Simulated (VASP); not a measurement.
# MgO (Amm2) in VASP: notebook

The runs below take MgO through single point, with PBE.

Everything below comes from runs of VASP 6.6.1. Logs are shortened: lines on timing, memory, paths and dates and some standing lists are left out, and cuts for length are marked.

### Step 1. The cell of the first run

The structure is orthorhombic, space group Amm2 (No. 38). The conventional cell has a = 2.680 Å, b = 2.938 Å, c = 5.140 Å, α = 90.00°, β = 90.00°, γ = 90.00°. Mg (site symmetry mm2) has 6 O at 2.16 to 2.17 Å and 2 Mg at 2.68 Å within 2.9 Å. O (site symmetry mm2) has 6 Mg at 2.16 to 2.17 Å and 2 O at 2.68 Å within 2.9 Å.

### Step 2. Single point, PBE (strain +0.0100 x Voigt [0, 1, 0, 0, 0, 0])

File INCAR:

```
SYSTEM = MgO
ALGO = Normal ; EDIFF = 1E-6
ENCUT = 520 ; GGA = PE
ISIF = 2 ; ISMEAR = 0
LASPH = .True. ; LCHARG = .False.
LREAL = .False. ; LWAVE = .False.
NBANDS = 11 ; NELM = 80
PREC = Accurate ; SIGMA = 0.05
```

File KPOINTS:

```
k-points
0
Gamma
  9 9 8
  0 0 0
```

File POSCAR:

```
MgO
1.0
    2.9380209034      0.0000000000      0.0000000000
   -1.4690104517      2.5698447466      0.0000000000
    0.0000000000      0.0000000000      2.6796800000
Mg O
1 1
Direct
    0.0000000000      0.0000000000      0.0000000000
    0.3333333333      0.6666666667      0.5000000000
```

Potentials or basis: VASP PAW PBE potentials, release 64 (Mg, O).

Run with:

```console
$ cat potpaw_PBE.64/Mg/POTCAR potpaw_PBE.64/O/POTCAR > POTCAR
$ mpirun -np 1 vasp_std > vasp.out
```

OUTCAR:

```text
SYSTEM = MgO
   EDIFF = 1E-6
   ENCUT = 520
   GGA = PE
   ISIF = 2
   ISMEAR = 0
   LASPH = .True.
   LREAL = .False.
   NELM = 80
   PREC = Accurate

 ion  position               nearest neighbor table
   1  0.000  0.000  0.000-   2 2.16   2 2.16   2 2.16   2 2.16   2 2.17   2 2.17
   2  0.333  0.667  0.500-   1 2.16   1 2.16   1 2.16   1 2.16   1 2.17   1 2.17

  LATTYP: Found a base centered orthorhombic cell.
 ALAT       =     2.9380209034
 B/A-ratio  =     1.7493713157
 C/A-ratio  =     0.9120697531

  Lattice vectors:

 A1 = (   1.4690104517,  -2.5698447466,   0.0000000000)
 A2 = (   1.4690104517,   2.5698447466,   0.0000000000)
 A3 = (   0.0000000000,   0.0000000000,   2.6796800000)

Analysis of symmetry for initial positions (statically):
=====================================================================
 Subroutine PRICEL returns:
 Original cell was already a primitive cell.

 Routine SETGRP: Setting up the symmetry group for a
 base centered orthorhombic supercell.

 Subroutine GETGRP returns: Found  4 space group operations
 (whereof  4 operations were pure point group operations)
 out of a pool of  8 trial point group operations.

The static configuration has the point symmetry C_2v.

Analysis of symmetry for dynamics (positions and initial velocities):
=====================================================================
 Subroutine PRICEL returns:
 Original cell was already a primitive cell.

 Routine SETGRP: Setting up the symmetry group for a
 base centered orthorhombic supercell.

 Subroutine GETGRP returns: Found  4 space group operations
 (whereof  4 operations were pure point group operations)
 out of a pool of  8 trial point group operations.

The dynamic configuration has the point symmetry C_2v.

 Subroutine INISYM returns: Found  4 space group operations
 (whereof  4 operations are pure point group operations),
 and found     1 'primitive' translations

----------------------------------------------------------------------------------------

                                     Primitive cell

  volume of cell :      20.2323

  direct lattice vectors                    reciprocal lattice vectors
     2.938020903  0.000000000  0.000000000     0.340365175  0.194564283  0.000000000
    -1.469010452  2.569844747  0.000000000     0.000000000  0.389128566  0.000000000
     0.000000000  0.000000000  2.679680000     0.000000000  0.000000000  0.373178887

  length of vectors
     2.938020903  2.960083399  2.679680000     0.392050651  0.389128566  0.373178887

  position of ions in fractional coordinates (direct lattice)
     0.000000000  0.000000000  0.000000000
     0.333333333  0.666666667  0.500000000

  ion indices of the primitive-cell ions
   primitive index   ion index
                 1           1
                 2           2

----------------------------------------------------------------------------------------

 KPOINTS: k-points

Automatic generation of k-mesh.
 Grid dimensions read from file:
 generate k-points for:    9    9    8

 Generating k-lattice:

  Cartesian coordinates                     Fractional coordinates (reciprocal lattice)
     0.037818353  0.021618254  0.000000000     0.111111111  0.000000000  0.000000000
     0.000000000  0.043236507  0.000000000     0.000000000  0.111111111  0.000000000
     0.000000000  0.000000000  0.046647361     0.000000000  0.000000000  0.125000000

  Length of vectors
     0.043561183  0.043236507  0.046647361

  Shift w.r.t. Gamma in fractional coordinates (k-lattice)
     0.000000000  0.000000000  0.000000000

 Subroutine IBZKPT returns following result:
 ===========================================

 Found    125 irreducible k-points:

 Following reciprocal coordinates:
            Coordinates               Weight
  0.000000  0.000000  0.000000      1.000000
  0.111111  0.000000  0.000000      4.000000
  0.222222  0.000000  0.000000      4.000000
  0.333333  0.000000  0.000000      4.000000
  0.444444  0.000000  0.000000      4.000000
  0.000000  0.111111  0.000000      2.000000
[... 16 lines left out ...]
  0.333333  0.333333  0.000000      2.000000
  0.000000  0.444444  0.000000      2.000000
 [... further k-points ...]
   k-points           NKPTS =    125   k-points in BZ     NKDIM =    125   number of bands    NBANDS=     11
   number of dos      NEDOS =    301   number of ions     NIONS =      2
   total plane-waves  NPLWV =  11520
   dimension x,y,z NGX =    24 NGY =   24 NGZ =   20
   dimension x,y,z NGXF=    48 NGYF=   48 NGZF=   40
   ions per type =               1   1
   NGX,Y,Z   is equivalent  to a cutoff of  13.58, 13.48, 12.41 a.u.
   NGXF,Y,Z  is equivalent  to a cutoff of  27.16, 26.96, 24.82 a.u.
 SYSTEM =  MgO
   PREC   = accura    normal or accurate (medium, high low for compatibility)
   ISTART =      0    job   : 0-new  1-cont  2-samecut
   ICHARG =      2    charge: 1-file 2-atom 10-const
   ISPIN  =      1    spin polarized calculation?
   LNONCOLLINEAR =      F non collinear calculations
   LSORBIT =      F    spin-orbit coupling
   LASPH  =      T    aspherical Exc in radial PAW
   ENCUT  =  520.0 eV  38.22 Ry    6.18 a.u.   5.46  5.50  4.98*2*pi/ulx,y,z
   NELM   =     80;   NELMIN=  2; NELMDL= -5     # of ELM steps
   EDIFF  = 0.1E-05   stopping-criterion for ELM
   LREAL  =      F    real-space projection
   EDIFFG = 0.1E-04   stopping-criterion for IOM
   NSW    =      0    number of steps for IOM
   IBRION =     -1    ionic relax: 0-MD 1-quasi-New 2-CG
   NFREE  =      0    steps in history (QN), initial steepest desc. (CG)
   ISIF   =      2    stress and relaxation
   ISYM   =      2    0-nonsym 1-usesym 2-fastsym
   POTIM  = 0.5000    time-step for ionic-motion
   TEBEG  =    0.0;   TEEND  =   0.0 temperature during run
   PSTRESS=    0.0 pullay stress
   NELECT =       8.0000    total number of electrons
   NUPDOWN=      -1.0000    fix difference up-down
   EMIN   =  10.00;   EMAX   =-10.00  energy-range for DOS
   EFERMI =   0.00;   METHOD = LEGACY
   ISMEAR =     0;   SIGMA  =   0.05  broadening in eV -4-tet -1-fermi 0-gaus
   EFERMI_NEDOS =   21; number of points for ismear=-14 and -15
   IALGO  =     38    algorithm
   IMIX   =      4    mixing-type and parameters
     AMIX     =   0.40;   BMIX     =  1.00
     AMIX_MAG =   1.60;   BMIX_MAG =  1.00
  volume/ion in A,a.u.               =      10.12        68.27
  Fermi-wavevector in a.u.,A,eV,Ry     =   1.201591  2.270677 19.644370  1.443820
  Thomas-Fermi vector in A             =   2.337395
   LORBIT       =      0    0 simple, 1 ext, 2 COOP (PROOUT), +10 PAW based schemes
   GGA     = PE    functional components
   LHFCALC =     F    Hartree Fock is set to
   AEXX    =    0.0000 exact exchange contribution
   IVDW    =     0    specifies the selected vdW correction
   LEPSILON=     F    determine dielectric tensor
   LRPA    =     F    only Hartree local field effects (RPA)
 non-spin polarized calculation
 Gauss-broadening in eV      SIGMA  =   0.05
  energy-cutoff  :      520.00
  volume of cell :       20.23
 maximum number of plane-waves:       565
 NGX is ok and might be reduce to    24
   NGX = 11   NGY = 11   NGZ =  9

 number of electron       7.9999997 magnetization

 Free energy of the ion-electron system (eV)
  ---------------------------------------------------
  ext. energy  EPLUGINS =         0.00000000
  ---------------------------------------------------
  free energy    TOTEN  =       -11.22780665 eV

  energy without entropy =      -11.22780665  energy(sigma->0) =      -11.22780665

 E-fermi :   3.4657     XC(G=0): -10.6869

 val. band max:        3.2643442045   @ k =   0.3333   0.3333   0.0000
 cond. band min:       6.1615319140   @ k =   0.0000   0.0000   0.0000
 fundamental gap:      2.8971877095
 Fermi energy:         3.4657173082

 k-point     1 :       0.0000    0.0000    0.0000
  band No.  band energies     occupation
      1     -14.1555      2.00000
      2       2.5812      2.00000
      3       2.6355      2.00000
      4       2.8743      2.00000
      5       6.1615      0.00000
      6      15.0895      0.00000
      7      18.5298      0.00000
      8      18.7533      0.00000
      9      22.9074      0.00000
     10      24.0468      0.00000
     11      25.4497      0.00000

 k-point     2 :       0.1111    0.0000    0.0000
  band No.  band energies     occupation
      1     -14.0503      2.00000
      2       1.8349      2.00000
      3       2.5036      2.00000
      4       2.9127      2.00000
      5       6.9177      0.00000
      6      15.0519      0.00000
      7      17.6185      0.00000
      8      18.9007      0.00000
      9      23.8469      0.00000
     10      24.1223      0.00000
     11      25.7120      0.00000

 k-point     3 :       0.2222    0.0000    0.0000
  band No.  band energies     occupation
      1     -13.7705      2.00000
      2       0.4384      2.00000
      3       2.2814      2.00000
      4       3.0123      2.00000
      5       8.2271      0.00000
      6      14.3492      0.00000
      7      17.0386      0.00000
      8      19.6413      0.00000
      9      23.3060      0.00000
     10      23.9820      0.00000
     11      26.4956      0.00000

 k-point     4 :       0.3333    0.0000    0.0000
  band No.  band energies     occupation
      1     -13.4242      2.00000
      2      -0.7906      2.00000
      3       2.0451      2.00000
      4       3.1301      2.00000
      5       9.2700      0.00000
      6      13.5989      0.00000
      7      16.9127      0.00000
      8      20.3665      0.00000
      9      22.6423      0.00000
     10      24.1084      0.00000
     11      28.1409      0.00000

 k-point     5 :       0.4444    0.0000    0.0000
  band No.  band energies     occupation
      1     -13.1782      2.00000
      2      -1.5060      2.00000
      3       1.8990      2.00000
      4       3.2097      2.00000
      5       9.6963      0.00000
      6      13.6043      0.00000
      7      16.4244      0.00000
      8      20.7503      0.00000
      9      22.1913      0.00000
     10      24.9692      0.00000
     11      28.1295      0.00000
[... 211 lines left out ...]
 k-point    21 :       0.1111    0.3333    0.0000
  band No.  band energies     occupation
      1     -13.2586      2.00000
      2      -1.1652      2.00000
      3       1.6095      2.00000
      4       3.1829      2.00000
      5      10.0546      0.00000
      6      13.4996      0.00000
      7      16.5169      0.00000
      8      20.7963      0.00000
      9      22.3762      0.00000
     10      24.6361      0.00000
     11      26.7725      0.00000

 k-point    22 :       0.2222    0.3333    0.0000
  band No.  band energies     occupation
      1     -13.0920      2.00000
      2      -1.0484      2.00000
      3       0.5799      2.00000
      4       3.2393      2.00000
      5      11.1327      0.00000
      6      13.7117      0.00000
      7      15.6666      0.00000
      8      21.7586      0.00000
      9      22.4794      0.00000
     10      24.6893      0.00000
     11      25.1228      0.00000

 k-point    23 :       0.3333    0.3333    0.0000
  band No.  band energies     occupation
      1     -13.0202      2.00000
      2      -0.4430      2.00000
      3      -0.4078      2.00000
      4       3.2643      2.00000
      5      11.6226      0.00000
      6      14.3477      0.00000
      7      14.7047      0.00000
      8      22.7072      0.00000
      9      22.8342      0.00000
     10      24.2817      0.00000
     11      24.3472      0.00000

 k-point    24 :       0.0000    0.4444    0.0000
  band No.  band energies     occupation
      1     -13.2000      2.00000
      2      -1.5386      2.00000
      3       1.9775      2.00000
      4       3.1997      2.00000
      5       9.7845      0.00000
      6      13.5417      0.00000
      7      16.3968      0.00000
      8      20.9231      0.00000
      9      22.1197      0.00000
     10      24.8793      0.00000
     11      28.2059      0.00000

 [... further k-points ...]

------------------------ aborting loop because EDIFF is reached ----------------------------------------

  FORCE on cell =-STRESS in cart. coord.  units (eV):
  Direction    XX          YY          ZZ          XY          YZ          ZX
  --------------------------------------------------------------------------------------
  -------------------------------------------------------------------------------------
  Total       -0.1826598     -0.4781397     -0.0520757      0.0000000      0.0000000      0.0000000
  in kB      -14.4646801    -37.8634921     -4.1238329      0.0000000      0.0000000      0.0000000
  external PRESSURE =     -18.8173350 kB  Pullay stress =       0.0000000 kB

 VOLUME and BASIS-vectors are now :
 -----------------------------------------------------------------------------
  energy-cutoff  :      520.00
  volume of cell :       20.23
      direct lattice vectors                 reciprocal lattice vectors
     2.938020903  0.000000000  0.000000000     0.340365175  0.194564283  0.000000000
    -1.469010452  2.569844747  0.000000000     0.000000000  0.389128566  0.000000000
     0.000000000  0.000000000  2.679680000     0.000000000  0.000000000  0.373178887

 POSITION                                       TOTAL-FORCE (eV/Angst)
 -----------------------------------------------------------------------------------
      0.00000      0.00000      0.00000         0.000000     -0.002649      0.000000
     -0.00000      1.71323      1.33984         0.000000      0.002649      0.000000
 -----------------------------------------------------------------------------------
    total drift:                                0.000000     -0.000937     -0.000000

  FREE ENERGIE OF THE ION-ELECTRON SYSTEM (eV)
  ---------------------------------------------------
  free  energy   TOTEN  =       -11.2278066503 eV

  energy  without entropy=      -11.2278066503  energy(sigma->0) =      -11.22780665
```

It took 29 s on 1 thread of Intel Xeon 8259CL, shared host; peak memory 0.15 GiB.

Results:

| Property | Result |
| --- | --- |
| Free energy | -11.2278 eV |
| Pressure | -1.9 GPa |
| Band gap on the k mesh | 2.90 eV, indirect (least direct gap 3.29 eV) |

Forces in eV/Å, atoms in the order of the input:
```
Mg   0.000 -0.003  0.000
O    0.000  0.003  0.000
```

Caveat: the cell differs from its parent crystal (strain +0.0100 x Voigt [0, 1, 0, 0, 0, 0]). A k mesh can miss the band edges.

### Step 3. Single point, PBE (strain +0.0200 x Voigt [0, 1, 0, 0, 0, 0])

File INCAR:

```
SYSTEM = MgO
PREC = Accurate ; ENCUT = 520
EDIFF = 1E-6 ; ISMEAR = 0
SIGMA = 0.05 ; LREAL = .False.
LASPH = .True. ; NELM = 80
ALGO = Normal ; ISIF = 2
LWAVE = .False. ; LCHARG = .False.
GGA = PE ; NBANDS = 11
```

File KPOINTS:

```
Automatic mesh
0
Gamma
  9 9 8
  0 0 0
```

File POSCAR:

```
MgO
1.0
    2.9380209034      0.0000000000      0.0000000000
   -1.4690104517      2.5952887540      0.0000000000
    0.0000000000      0.0000000000      2.6796800000
Mg O
1 1
Direct
    0.0000000000      0.0000000000      0.0000000000
    0.3333333333      0.6666666667      0.5000000000
```

Potentials or basis: VASP PAW PBE potentials, release 64 (Mg, O).

Run with:

```console
$ cat potpaw_PBE.64/Mg/POTCAR potpaw_PBE.64/O/POTCAR > POTCAR
$ mpirun -np 1 vasp_std > vasp.out
```

Run time: 27 s. Hardware: 1 thread of Intel Xeon 8259CL, shared host; peak memory 0.15 GiB.

Results (log left out):

| Quantity | Value |
| --- | --- |
| Free energy | -11.2214 eV |
| Pressure | -3.0 GPa |
| Largest force | 0.010 eV/Å |
| Band gap on the k mesh | 2.80 eV, indirect (least direct gap 3.17 eV) |

Forces on the atoms (eV/Å):
```
Mg   0.000 -0.010  0.000
O    0.000  0.010  0.000
```

Stress tensor (GPa, compression positive):
```
-2.18  0.00  0.00
 0.00 -6.79  0.00
 0.00  0.00 -0.10
```

Levels at points of the mesh, in eV from the valence-band top:
```
           k point  band 1  band 2  band 3  band 4  band 5  band 6  band 7  band 8  band 9
(0.00, 0.00, 0.00)  -17.41   -0.76   -0.65   -0.38    2.80   11.78   14.98   15.41   19.46
(0.00, 0.00, 0.50)  -16.35   -5.29   -0.23   -0.15    7.97    8.84   17.06   17.56   18.00
```

Caveat: the cell differs from its parent crystal (strain +0.0200 x Voigt [0, 1, 0, 0, 0, 0]).

(Part 1 of 2 ends here.)
